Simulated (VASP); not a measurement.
# Bi2Te3 (R-3m) in VASP: notebook, part 2 of 2

VASP 6.6.1. The steps go on from the part before.

### Step 3. Single point, RPBE+D4

This run uses another cell than the first one, of 32.91 Å³/atom.

The input, INCAR:

```
PREC     = Accurate       # precision mode
ENCUT    = 500            # plane-wave cutoff, eV
EDIFF    = 1E-6           # SCF threshold, eV
ISMEAR   = -1             # smearing method
SIGMA    = 0.05           # smearing width, eV
LREAL    = F              # projectors in reciprocal space
LASPH    = T              # aspherical terms in the spheres
NELM     = 120            # most SCF steps
ALGO     = Normal         # electronic algorithm
ISIF     = 2              # what is computed and relaxed
LWAVE    = F              # write WAVECAR
LCHARG   = F              # write CHGCAR
GGA      = RP             # functional
IVDW     = 13             # dispersion correction
NBANDS   = 32             # bands
GGA_COMPAT= F
```

The input, KPOINTS:

```
regular mesh
0
Gamma
  7 7 7
```

The input, POSCAR:

```
Bi2Te3
1.0
    2.1747097169      1.2555692404     10.0425942238
   -2.1747097169      1.2555692404     10.0425942238
    0.0000000000     -2.5111384809     10.0425942238
Bi Te
2 3
Direct
    0.5995736273      0.5995736273      0.5995736273
    0.4004263727      0.4004263727      0.4004263727
    0.7917708974      0.7917708974      0.7917708974
    0.2082291026      0.2082291026      0.2082291026
    0.0000000000      0.0000000000      0.0000000000
```

Potentials or basis: VASP PAW PBE potentials, release 64 (Bi_d, Te).

Started as:

```
$ cat potpaw_PBE.64/Bi_d/POTCAR potpaw_PBE.64/Te/POTCAR > POTCAR
$ mpirun -np 1 vasp_std > vasp.out
```

OUTCAR:

```text
PREC = Accurate
   ENCUT = 500
   EDIFF = 1E-6
   ISMEAR = -1
   LREAL = F
   LASPH = T
   NELM = 120
   ISIF = 2
   GGA = RP
   IVDW = 13

 ion  position               nearest neighbor table
   1  0.600  0.600  0.600-   4 3.06   4 3.06   4 3.06   5 3.22   5 3.22   5 3.22
   2  0.400  0.400  0.400-   3 3.06   3 3.06   3 3.06   5 3.22   5 3.22   5 3.22
   3  0.792  0.792  0.792-   2 3.06   2 3.06   2 3.06   4 3.55   4 3.55   4 3.55
   4  0.208  0.208  0.208-   1 3.06   1 3.06   1 3.06   3 3.55   3 3.55   3 3.55
   5  0.000  0.000  0.000-   1 3.22   2 3.22   1 3.22   1 3.22   2 3.22   2 3.22

  LATTYP: Found a trigonal (rhomboedric) cell.
 ALAT       =    10.3517880201
 COS(alpha) =     0.9117322929

  Lattice vectors:

 A1 = (   2.1747097169,   1.2555692404,  10.0425942238)
 A2 = (  -2.1747097169,   1.2555692404,  10.0425942238)
 A3 = (   0.0000000000,  -2.5111384809,  10.0425942238)

Analysis of symmetry for initial positions (statically):
=====================================================================
 Subroutine PRICEL returns:
 Original cell was already a primitive cell.

 Routine SETGRP: Setting up the symmetry group for a
 trigonal (rhombohedral) supercell.

 Subroutine GETGRP returns: Found 12 space group operations
 (whereof 12 operations were pure point group operations)
 out of a pool of 12 trial point group operations.

The static configuration has the point symmetry D_3d.

Analysis of symmetry for dynamics (positions and initial velocities):
=====================================================================
 Subroutine PRICEL returns:
 Original cell was already a primitive cell.

 Routine SETGRP: Setting up the symmetry group for a
 trigonal (rhombohedral) supercell.

 Subroutine GETGRP returns: Found 12 space group operations
 (whereof 12 operations were pure point group operations)
 out of a pool of 12 trial point group operations.

The dynamic configuration has the point symmetry D_3d.
[... 124 lines left out ...]
     AMIX     =   0.40;   BMIX     =  1.00
     AMIX_MAG =   1.60;   BMIX_MAG =  1.00
  volume/ion in A,a.u.               =      32.91       222.06
  Fermi-wavevector in a.u.,A,eV,Ry     =   1.085781  2.051828 16.040183  1.178920
  Thomas-Fermi vector in A             =   2.221902
   LORBIT       =      0    0 simple, 1 ext, 2 COOP (PROOUT), +10 PAW based schemes
   GGA     = RP    functional components
   LHFCALC =     F    Hartree Fock is set to
   AEXX    =    0.0000 exact exchange contribution
   IVDW    =    13    specifies the selected vdW correction
   LEPSILON=     F    determine dielectric tensor
   LRPA    =     F    only Hartree local field effects (RPA)
 non-spin polarized calculation
  energy-cutoff  :      500.00
  volume of cell :      164.53
 maximum number of plane-waves:      4196
 NGX is ok and might be reduce to    80
   NGX = 37   NGY = 37   NGZ = 37

 number of electron      48.0000002 magnetization

 Free energy of the ion-electron system (eV)
  ---------------------------------------------------
  ext. energy  EPLUGINS =         0.00000000
  ---------------------------------------------------
  free energy    TOTEN  =       -16.38164287 eV

  energy without entropy =      -16.38149146  energy(sigma->0) =      -16.38156716

 E-fermi :   6.9042     XC(G=0):  -9.3562

 val. band max:        6.7534959828   @ k =   0.0000   0.0000   0.0000
 cond. band min:       7.0541078796   @ k =   0.0000   0.0000   0.0000
 fundamental gap:      0.3006118968
 Fermi energy:         6.9041612879

 k-point     1 :       0.0000    0.0000    0.0000
  band No.  band energies     occupation
      1     -16.6107      2.00000
      2     -16.6107      2.00000
      3     -16.6092      2.00000
      4     -16.6092      2.00000
      5     -16.6036      2.00000
      6     -16.6020      2.00000
[... 829 lines left out ...]
     31      11.0930      0.00000
     32      11.1300      0.00000

 [... further k-points ...]

------------------------ aborting loop because EDIFF is reached ----------------------------------------

  DFT-D4 for vdW energy calculation

  Edisp (eV):   -4.53926

  FORCE on cell =-STRESS in cart. coord.  units (eV):
  Direction    XX          YY          ZZ          XY          YZ          ZX
  --------------------------------------------------------------------------------------
  -------------------------------------------------------------------------------------
  Total      -0.02617    -0.02617    -0.01936     0.00000     0.00000    -0.00000
  in kB      -0.25483    -0.25483    -0.18854     0.00000     0.00000    -0.00000
  external pressure =       -0.23 kB  Pullay stress =        0.00 kB

 VOLUME and BASIS-vectors are now :
 -----------------------------------------------------------------------------
  energy-cutoff  :      500.00
  volume of cell :      164.53
      direct lattice vectors                 reciprocal lattice vectors
     2.174709717  1.255569240 10.042594224     0.229915743  0.132741916  0.033191955
    -2.174709717  1.255569240 10.042594224    -0.229915743  0.132741916  0.033191955
     0.000000000 -2.511138481 10.042594224     0.000000000 -0.265483832  0.033191955

 POSITION                                       TOTAL-FORCE (eV/Angst)
 -----------------------------------------------------------------------------------
      0.00000     -0.00000     18.06382         0.000000     -0.000000      0.003757
      0.00000     -0.00000     12.06396         0.000000      0.000000     -0.003757
      0.00000     -0.00000     23.85430         0.000000     -0.000000      0.007944
      0.00000     -0.00000      6.27348         0.000000      0.000000     -0.007944
      0.00000      0.00000      0.00000         0.000000      0.000000      0.000000
 -----------------------------------------------------------------------------------
    total drift:                                0.000000     -0.000000      0.000000

  FREE ENERGIE OF THE ION-ELECTRON SYSTEM (eV)
  ---------------------------------------------------
  free  energy   TOTEN  =       -20.9209027525 eV

  energy  without entropy=      -20.9207513429  energy(sigma->0) =      -20.92082705
```

OSZICAR:

```text
N       E                     dE             d eps       ncg     rms          rms(c)
DAV:   1     0.434688733672E+03    0.43469E+03   -0.21274E+04  2816   0.142E+03
DAV:   2     0.291075083584E+02   -0.40558E+03   -0.38922E+03  2968   0.377E+02
DAV:   3    -0.147266588163E+02   -0.43834E+02   -0.41928E+02  3648   0.136E+02
DAV:   4    -0.165083575127E+02   -0.17817E+01   -0.17750E+01  3160   0.295E+01
DAV:   5    -0.165950804756E+02   -0.86723E-01   -0.86716E-01  4152   0.647E+00    0.816E+00
DAV:   6    -0.163599095598E+02    0.23517E+00   -0.32289E-01  3728   0.432E+00    0.586E+00
DAV:   7    -0.163793426167E+02   -0.19433E-01   -0.22701E-01  3600   0.212E+00    0.107E+00
DAV:   8    -0.163807327507E+02   -0.13901E-02   -0.32867E-02  3120   0.102E+00    0.630E-01
DAV:   9    -0.163808887284E+02   -0.15598E-03   -0.28813E-03  3320   0.373E-01    0.399E-01
DAV:  10    -0.163815419478E+02   -0.65322E-03   -0.12831E-03  2936   0.172E-01    0.838E-02
DAV:  11    -0.163816113384E+02   -0.69391E-04   -0.77691E-05  3544   0.505E-02    0.410E-02
DAV:  12    -0.163816336325E+02   -0.22294E-04   -0.29630E-05  2648   0.239E-02    0.210E-02
DAV:  13    -0.163816423803E+02   -0.87477E-05   -0.17796E-05  2680   0.184E-02    0.489E-03
DAV:  14    -0.163816428681E+02   -0.48787E-06   -0.74770E-07  2288   0.627E-03
   1 F= -.20920903E+02 E0= -.20920827E+02  d E =-.151410E-03
```

stdout:

```text
POSCAR found type information on POSCAR BiTe
 POSCAR found :  2 types and       5 ions
 scaLAPACK will be used
 -----------------------------------------------------------------------------
|                                                                             |
|                                                                             |
|     You enforced a specific xc type in the INCAR file but a different       |
|     I HOPE YOU KNOW WHAT YOU ARE DOING!                                     |
|                                                                             |
 -----------------------------------------------------------------------------

 LDA part: xc-table for (Slater+PW92), standard interpolation
 POSCAR, INCAR and KPOINTS ok, starting setup
 FFT: planning ... GRIDC
 FFT: planning ... GRID_SOFT
 FFT: planning ... GRID
 WAVECAR not read
 entering main loop
```

Wall time 11 min (1 thread of Intel Xeon Platinum 8488C (Sapphire Rapids), shared host); peak memory 0.99 GiB.

What came out:

* Free energy: -20.9209 eV
* Pressure: 0.0 GPa
* Largest force: 0.008 eV/Å
* Band gap on the k mesh: 0.30 eV
* Dispersion energy per atom: -0.908 eV

Forces on the atoms (eV/Å):
```
Bi   0.000  0.000  0.004
Bi   0.000  0.000 -0.004
Te   0.000  0.000  0.008
Te   0.000  0.000 -0.008
Te   0.000  0.000  0.000
```

Caveat: the PAW data sets were made with another functional, which shifts forces and pressure a little; spin-orbit coupling is left out, which moves the levels of the heavy elements.

### Step 4. Single point, BLYP

This run uses another cell than the first one, of 51.69 Å³/atom.

The input, INCAR:

```
SYSTEM = Bi2Te3
AGGAC = 1.0
AGGAX = 1.0
ALDAC = 0.0
ALDAX = 1.0
ALGO = Normal
EDIFF = 1E-6
ENCUT = 500
GGA = B5
GGA_COMPAT = .False.
ISIF = 2
ISMEAR = -1
LASPH = .True.
LCHARG = .False.
LREAL = .False.
LWAVE = .False.
NBANDS = 32
NELM = 120
PREC = Accurate
SIGMA = 0.05
```

The input, KPOINTS:

```
k-points
0
Gamma
  7 7 7
  0 0 0
```

The input, POSCAR:

```
Bi2Te3
1.0
    2.2809176183      1.3168884009     14.3415347686
   -2.2809176183      1.3168884009     14.3415347686
    0.0000000000     -2.6337768019     14.3415347686
Bi Te
2 3
Direct
    0.6176052393      0.6176052393      0.6176052393
    0.3823947607      0.3823947607      0.3823947607
    0.7554708444      0.7554708444      0.7554708444
    0.2445291556      0.2445291556      0.2445291556
    0.0000000000      0.0000000000      0.0000000000
```

Started as:

```
$ cat potpaw_PBE.64/Bi_d/POTCAR potpaw_PBE.64/Te/POTCAR > POTCAR
$ mpirun -np 1 vasp_std > vasp.out
```

Run time: 44 min. Hardware: 1 thread of Intel Xeon Platinum 8488C (Sapphire Rapids), shared host; peak memory 1.9 GiB.

The run converged. Its results:

```
Free energy            : -15.5007 eV
Pressure               : 0.1 GPa
Largest force          : 0.035 eV/Å
Band gap on the k mesh : 0.88 eV (least direct gap 1.04 eV)
```

Forces in eV/Å, atoms in the order of the input:
```
Bi   0.000  0.000  0.018
Bi   0.000  0.000 -0.018
Te   0.000  0.000  0.035
Te   0.000  0.000 -0.035
Te   0.000  0.000  0.000
```

Levels at points of the mesh, in eV from the valence-band top:
```
           k point  band 22  band 23  band 24  band 25  band 26  band 27
(0.00, 0.00, 0.00)    -0.40    -0.16    -0.16     0.88     1.58     1.58
```

Caveat: the PAW data sets were made with another functional, which shifts forces and pressure a little; spin-orbit coupling is left out, which moves the levels of the heavy elements. A k mesh can miss the band edges.

### Step 5. Single point, PBE

This run uses another cell than the first one, of 33.87 Å³/atom.

The input, INCAR:

```
SYSTEM = Bi2Te3
PREC = Accurate
ENCUT = 520
EDIFF = 1E-7
ISMEAR = -1
SIGMA = 0.1
LREAL = .False.
LASPH = .True.
NELM = 100
ALGO = Normal
ISIF = 2
LWAVE = .False.
LCHARG = .False.
GGA = PE
NBANDS = 32
```

The input, KPOINTS:

```
Automatic mesh
0
Gamma
  6 6 6
  0 0 0
```

The input, POSCAR:

```
Bi2Te3
1.0
    2.1930000000      1.2661291403     10.1656666667
   -2.1930000000      1.2661291403     10.1656666667
    0.0000000000     -2.5322582807     10.1656666667
Bi Te
2 3
Direct
    0.6000000000      0.6000000000      0.6000000000
    0.4000000000      0.4000000000      0.4000000000
    0.7905000000      0.7905000000      0.7905000000
    0.2095000000      0.2095000000      0.2095000000
    0.0000000000      0.0000000000      0.0000000000
```

Potentials or basis: VASP PAW PBE potentials, release 64 (Bi_d, Te).

Started as:

```
$ cat potpaw_PBE.64/Bi_d/POTCAR potpaw_PBE.64/Te/POTCAR > POTCAR
$ mpirun -np 1 vasp_std > vasp.out
```

OUTCAR:

```text
SYSTEM = Bi2Te3
   PREC = Accurate
   ENCUT = 520
   EDIFF = 1E-7
   ISMEAR = -1
   LREAL = .False.
   LASPH = .True.
   NELM = 100
   ISIF = 2
   GGA = PE

 ion  position               nearest neighbor table
   1  0.600  0.600  0.600-   4 3.07   4 3.07   4 3.07   5 3.25   5 3.25   5 3.25
   2  0.400  0.400  0.400-   3 3.07   3 3.07   3 3.07   5 3.25   5 3.25   5 3.25
   3  0.791  0.791  0.791-   2 3.07   2 3.07   2 3.07   4 3.64   4 3.64   4 3.64
   4  0.209  0.209  0.209-   1 3.07   1 3.07   1 3.07   3 3.64   3 3.64   3 3.64
[... 1045 lines left out ...]
  --------------------------------------------------------------------------------------
  -------------------------------------------------------------------------------------
  Total        2.0559018      2.0559018      1.8581160      0.0000000     -0.0000000      0.0000000
  in kB       19.4495340     19.4495340     17.5784128      0.0000000     -0.0000000      0.0000000
  external PRESSURE =      18.8258270 kB  Pullay stress =       0.0000000 kB

 VOLUME and BASIS-vectors are now :
 -----------------------------------------------------------------------------
  energy-cutoff  :      520.00
  volume of cell :      169.36
      direct lattice vectors                 reciprocal lattice vectors
     2.193000000  1.266129140 10.165666667     0.227998176  0.131634808  0.032790111
    -2.193000000  1.266129140 10.165666667    -0.227998176  0.131634808  0.032790111
     0.000000000 -2.532258281 10.165666667     0.000000000 -0.263269617  0.032790111

 POSITION                                       TOTAL-FORCE (eV/Angst)
 -----------------------------------------------------------------------------------
      0.00000     -0.00000     18.29820         0.000000      0.000000     -0.017388
      0.00000     -0.00000     12.19880         0.000000     -0.000000      0.017388
      0.00000     -0.00000     24.10788         0.000000      0.000000     -0.024903
      0.00000     -0.00000      6.38912         0.000000     -0.000000      0.024903
      0.00000      0.00000      0.00000         0.000000      0.000000      0.000000
 -----------------------------------------------------------------------------------
    total drift:                               -0.000000     -0.000000     -0.000000

  FREE ENERGIE OF THE ION-ELECTRON SYSTEM (eV)
  ---------------------------------------------------
  free  energy   TOTEN  =       -18.3364372395 eV

  energy  without entropy=      -18.3318639336  energy(sigma->0) =      -18.33415059
```

OSZICAR:

```text
N       E                     dE             d eps       ncg     rms          rms(c)
DAV:   1     0.430280539104E+03    0.43028E+03   -0.21553E+04  2048   0.144E+03
DAV:   2     0.269855002091E+02   -0.40330E+03   -0.38701E+03  2128   0.375E+02
DAV:   3    -0.167046896824E+02   -0.43690E+02   -0.41748E+02  2672   0.136E+02
DAV:   4    -0.185156515317E+02   -0.18110E+01   -0.18054E+01  2288   0.293E+01
DAV:   5    -0.186031768602E+02   -0.87525E-01   -0.87519E-01  3048   0.648E+00    0.764E+00
DAV:   6    -0.183246619063E+02    0.27851E+00   -0.35638E-01  2720   0.460E+00    0.559E+00
DAV:   7    -0.183349842886E+02   -0.10322E-01   -0.21713E-01  2616   0.203E+00    0.122E+00
DAV:   8    -0.183362106065E+02   -0.12263E-02   -0.29634E-02  2312   0.962E-01    0.587E-01
DAV:   9    -0.183360771226E+02    0.13348E-03   -0.24133E-03  2456   0.354E-01    0.350E-01
DAV:  10    -0.183364022080E+02   -0.32509E-03   -0.96490E-04  2208   0.151E-01    0.675E-02
DAV:  11    -0.183364287329E+02   -0.26525E-04   -0.50346E-05  2536   0.417E-02    0.334E-02
DAV:  12    -0.183364355652E+02   -0.68323E-05   -0.15669E-05  2568   0.187E-02    0.157E-02
DAV:  13    -0.183364371847E+02   -0.16195E-05   -0.36759E-06  1952   0.104E-02    0.237E-03
DAV:  14    -0.183364372395E+02   -0.54802E-07   -0.44898E-07  2296   0.422E-03
   1 F= -.18336437E+02 E0= -.18334151E+02  d E =-.457331E-02
```

Run time: 7.2 min. Hardware: 1 thread of Intel Xeon 6975P-C (Granite Rapids), shared host; peak memory 0.96 GiB.

What came out:

| Item | Value |
| --- | --- |
| Free energy | -18.3364 eV |
| Pressure | 1.9 GPa |
| Largest force | 0.025 eV/Å |
| Band gap on the k mesh | 0.28 eV |

Forces on the atoms (eV/Å):
```
Bi   0.000  0.000 -0.017
Bi   0.000  0.000  0.017
Te   0.000  0.000 -0.025
Te   0.000  0.000  0.025
Te   0.000  0.000  0.000
```

Stress tensor (GPa, compression positive):
```
1.94 0.00 0.00
0.00 1.94 0.00
0.00 0.00 1.76
```

Caveat: spin-orbit coupling is left out, which moves the levels of the heavy elements.

### Step 6. The runs side by side

```csv
level,cell,k mesh,cutoff (eV),smearing,gap on the mesh (eV),pressure (GPa),largest force (eV/Å)
RPBE+D3(BJ),"a = 12.568 Å, angles 14.4°, 5 atoms, atomic positions A",7 × 7 × 7,500,fermi-dirac 0.05 eV,none,-0.1,0.01
RPBE+D4,"a = 10.352 Å, angles 24.3°, 5 atoms, atomic positions B",7 × 7 × 7,500,fermi-dirac 0.05 eV,0.30,0.0,0.01
BLYP,"a = 14.581 Å, angles 18.0°, 5 atoms, atomic positions C",7 × 7 × 7,500,fermi-dirac 0.05 eV,0.88,0.1,0.03
PBE,"a = 10.476 Å, angles 24.2°, 5 atoms, atomic positions D",6 × 6 × 6,520,fermi-dirac 0.1 eV,0.28,1.9,0.02
```

Alike in all rows: task single point; potentials or basis VASP PAW PBE potentials, release 64 (Bi_d, Te); no spin polarisation.

Caveats: spin-orbit coupling is left out, which moves the levels of the heavy elements; the PAW data sets were made with another functional, which shifts forces and pressure a little (at least some runs); the dispersion term is far too large for a dense solid, which distorts pressure and volume (at least some runs).

Absolute energies hang on the potentials; compare differences alone.

### Step 7. How close it comes

Step 2. Against the measured gap of Bi2Te3, 0.17 eV (quoted in “Vacancy and Antisite-Induced Ferromagnetism in Liquid-Phase Exfoliated Bi2Te3”, 2024, arxiv:2412.10539), the calculated 0.00 eV is off by -0.17 eV. Spin-orbit coupling on Bi, Te is left out. The value is that of RPBE+D3(BJ) on a finite k mesh, which can miss the band edges, without temperature or zero-point motion. Semilocal functionals fall short of measured gaps as a rule.

Step 3. Against the measured gap of Bi2Te3, 0.17 eV (quoted in “Vacancy and Antisite-Induced Ferromagnetism in Liquid-Phase Exfoliated Bi2Te3”, 2024, arxiv:2412.10539), the calculated 0.30 eV is off by +0.13 eV. Spin-orbit coupling on Bi, Te is left out. The value is that of RPBE+D4 on a finite k mesh, which can miss the band edges, without temperature or zero-point motion.

The gap in the log of VASP goes by the Fermi energy; the results here count the filled bands.